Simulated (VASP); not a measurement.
Runs of VASP 6.6.1 on RbBr. Symmetry: Fm-3m, No. 225, cubic system. Conventional cell: a = 6.922 Å, b = 6.922 Å, c = 6.922 Å, α = 90.00°, β = 90.00°, γ = 90.00°. Within 4.5 Å of Rb (site symmetry m-3m) lie 6 Br at 3.46 Å. Br (site symmetry m-3m) has 6 Rb at 3.46 Å within 4.5 Å. 

```csv
level,potentials or basis,smearing,grid for exact exchange (PRECFOCK),share of exact exchange,screening parameter,gap on the mesh (eV),pressure (GPa)
PBE,"VASP PAW PBE potentials, release 64 (Rb_sv, Br)",gaussian 0.01 eV,-,-,-,4.29,0.6
PBE-based screened hybrid,"VASP PAW PBE potentials, release 64 (Rb_sv, Br)",gaussian 0.01 eV,Normal,0.4,0.2078 1/Å,6.15,(a)
PBE-based screened hybrid,"VASP PAW PBE potentials, release 64 (Rb_sv, Br)",gaussian 0.01 eV,Normal,0.3,0.5 1/Å,5.00,0.3
LDA,"VASP PAW LDA potentials, release 64 (Rb_sv, Br)",gaussian 0.01 eV,-,-,-,3.89,-1.5
PBE,"VASP PAW PBE potentials, release 64 (Rb_sv, Br)",fermi-dirac 0.001 eV,-,-,-,4.29,0.6
r2SCAN,"VASP PAW PBE potentials, release 64 (Rb_sv, Br)",gaussian 0.01 eV,-,-,-,4.89,(b)
```

Alike in all rows: task single point; no spin polarisation; cell as given; k mesh 4 × 4 × 4; cutoff (eV) 520.

Fill in the values left out.

(a) 0.2; (b) 0.0.

Caveats: the PAW data sets were made with another functional, which shifts forces and pressure a little (some runs).

A k mesh can miss the band edges, and the runs leave out spin-orbit coupling on Br, Rb.
